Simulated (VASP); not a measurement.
A run of VASP 6.6.1 is set up as follows.

Contents of INCAR:

```
ALGO     = Normal         # electronic algorithm
EDIFF    = 1E-6           # SCF threshold, eV
ENCUT    = 520            # plane-wave cutoff, eV
GGA      = CA             # functional
GGA_COMPAT= False        
ISIF     = 2              # what is computed and relaxed
ISMEAR   = -1             # smearing method
LASPH    = True           # aspherical terms in the spheres
LCHARG   = False          # write CHGCAR
LREAL    = False          # projectors in reciprocal space
LWAVE    = False          # write WAVECAR
NBANDS   = 86             # bands
NELM     = 120            # most SCF steps
PREC     = Accurate       # precision mode
SIGMA    = 0.36           # smearing width, eV
```

The input KPOINTS:

```
k-points
0
Gamma
  2 2 2
```

File POSCAR:

```
WC
1.0
   -2.9810140000     -5.1632680000      0.0000000000
    4.3247400000     -2.4968890000      0.0000000000
    0.0000000000      0.0000000000      5.8253990000
W C
8 8
Direct
    0.7655691891      0.4665650353     -0.1112713481
    0.7472323010      0.4347567600      0.4138428973
    0.4809080566     -0.0227311585     -0.0567686437
    0.4894058723     -0.0554424643      0.4359186384
    0.2688846465      0.4676926002     -0.0479280475
    0.2456507107      0.4687190924      0.4317472503
   -0.0252188807     -0.0463329209     -0.0374566618
   -0.0576799062     -0.0602682723      0.4131047504
    0.5257506638      0.5699926676      0.1932571486
    0.5129301077      0.6193324528      0.6387201975
    0.2012854556      0.1211945137      0.2071274431
    0.2222153887      0.1789997051      0.7126722135
   -0.0084128772      0.6096137792      0.2192639508
    0.0509224198      0.6834400325      0.6835583279
    0.7385003587      0.1113084042      0.2217358845
    0.7413303401      0.0810259397      0.6925190875
```

Potentials or basis: VASP PAW LDA potentials, release 64 (W_sv, C).

The run is started by

```console
$ cat potpaw_LDA.64/W_sv/POTCAR potpaw_LDA.64/C/POTCAR > POTCAR
$ mpirun -np 1 vasp_std > vasp.out
```

Task: Predict the largest force.

Result: 10.478 eV/Å.

Task: Predict the band gap on the k mesh.

Result: Zero (bands 72 and 73 overlap by 0.11 eV).

Task: Predict the pressure.

Result: -3.2 GPa.

Stress tensor (GPa, compression positive):
```
 5.92 -5.78 -2.79
-5.78 -5.98 -5.38
-2.79 -5.38 -9.54
```

Caveat: the k points lie up to 0.63 Å⁻¹ apart; the atoms stand as in a frame of molecular dynamics; so wide a smearing shifts energies and pressures; spin-orbit coupling is left out, which moves the levels of the heavy elements; forces of over 1 eV/Å act on the atoms, so gaps and moduli don't describe the material at rest.
